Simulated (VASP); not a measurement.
TePb:

```
Pb Te
1.0
     4.64529    0.00000    0.00000
    -2.32264    4.02294    0.00000
     0.00000    0.00000    7.58564
Pb Te
2 2
Cartesian
  0.0000 0.0000 0.0000
  0.0000 2.6820 3.7928
  2.3226 1.3410 1.8964
  2.3226 1.3410 5.6892
```

* Program: VASP 6.6.1
* Task: relaxation of cell and atoms
* Functional: PBE
* Potentials or basis: VASP PAW PBE potentials, release 64 (Pb_d, Te)
* Cutoff: 600 eV
* k mesh: 6 × 6 × 6
* Occupations: gaussian, width 0.02 eV
* Spin: no spin polarisation

At the start: pressure 1.0 GPa; volume 35.44 Å³/atom.

Q: How do energy, volume and symmetry change on relaxing?

A: Over 6 steps the energy falls by 41.6 meV/atom and the volume is 35.77 Å³/atom (+0.9 %); space group P6_3/mmc (No. 194, to 0.1 Å) before and after.

The path:
```csv
step,energy change (eV),largest force (eV/Å),pressure (GPa),volume (Å³)
1,0.0000,0.0000,1.01,141.76
2,-0.1277,0.0000,-0.50,146.26
3,-0.1404,0.0000,-1.20,148.60
4,-0.1408,0.0000,-1.08,148.19
5,-0.1662,0.0000,-0.11,143.49
6,-0.1665,0.0000,-0.02,143.07
```

Final structure:
```yaml
crystal:
  lattice:
    - [4.49998, 0.00000, 0.00000]
    - [-2.24999, 3.89710, 0.00000]
    - [0.00000, 0.00000, 8.15827]
  atoms:
    - { symbol: Pb, position: [0.00000, 0.00000, 0.00000] }
    - { symbol: Pb, position: [0.33333, 0.66667, 0.50000] }
    - { symbol: Te, position: [0.66667, 0.33333, 0.25000] }
    - { symbol: Te, position: [0.66667, 0.33333, 0.75000] }
```
